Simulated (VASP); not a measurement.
Wanted: the native input for a VASP 6.6.1 run.

```
Task                   : relaxation of the atoms
Functional             : PBEsol
Potentials or basis    : VASP PAW PBE potentials, release 64 (Ga_d, N)
Cutoff                 : 520 eV
k mesh                 : 8 × 5 × 1
Occupations            : gaussian, width 0.05 eV
Spin                   : no spin polarisation
Dipole correction      : yes
Further INCAR settings : ALGO = Normal; EDIFF = 1e-07; IBRION = 2; EDIFFG = -0.02; NSW = 80
```

The structure of GaN lies in POSCAR:

```
GaN
1.0
    3.1825784880      0.0000000000      0.0000000000
    0.0000000000      5.1854260800      0.0000000000
    0.0000000000      0.0000000000     18.6749250935
Ga N
4 4
Direct
    0.0000000000      0.0008058930      0.4016080366
    0.5000000000      0.5008058930      0.4508040183
    0.5000000000      0.0008058930      0.5491959817
    0.0000000000      0.5008058930      0.5983919634
    0.0000000000      0.6241941070      0.4016080366
    0.5000000000      0.1241941070      0.4508040183
    0.5000000000      0.6241941070      0.5491959817
    0.0000000000      0.1241941070      0.5983919634
```

One way to write it, as run:

INCAR

```
SYSTEM = GaN
PREC     = Accurate       ! precision mode
ENCUT    = 520            ! plane-wave cutoff, eV
EDIFF    = 1E-7           ! SCF threshold, eV
ISMEAR   = 0              ! smearing method
SIGMA    = 0.05           ! smearing width, eV
LREAL    = .False.        ! projectors in reciprocal space
LASPH    = .True.         ! aspherical terms in the spheres
NELM     = 100            ! most SCF steps
ALGO     = Normal         ! electronic algorithm
ISIF     = 2              ! what is computed and relaxed
LWAVE    = .False.        ! write WAVECAR
LCHARG   = .False.        ! write CHGCAR
LDIPOL   = .True.       
IDIPOL   = 3            
DIPOL    = 0.5 0.5 0.500
GGA      = PS             ! functional
IBRION   = 2              ! ionic algorithm
NSW      = 80             ! ionic steps
EDIFFG   = -0.02          ! ionic threshold
KPAR     = 2
```

KPOINTS

```
Automatic mesh
0
Gamma
  8 5 1
  0 0 0
```

Potentials or basis: VASP PAW PBE potentials, release 64 (Ga_d, N).

Command:

```console
$ cat potpaw_PBE.64/Ga_d/POTCAR potpaw_PBE.64/N/POTCAR > POTCAR
$ mpirun -np 2 vasp_std > vasp.out
```

Results of the run:

| Item | Value |
| --- | --- |
| Energy gained by relaxing | 152.3 meV/atom |
| Ionic steps | 22 |
| Largest force after relaxing | 0.015 eV/Å |
| Band gap on the k mesh | 1.93 eV (least direct gap 1.99 eV) |

Caveat: the PAW data sets were made with another functional, which shifts forces and pressure a little.

Run time: 42 min on 2 MPI ranks on Intel(R) Xeon(R) Platinum 8259CL CPU @ 2.50GHz (Skylake/Cascade Lake) (shared host), peak memory 0.47 GiB a rank.
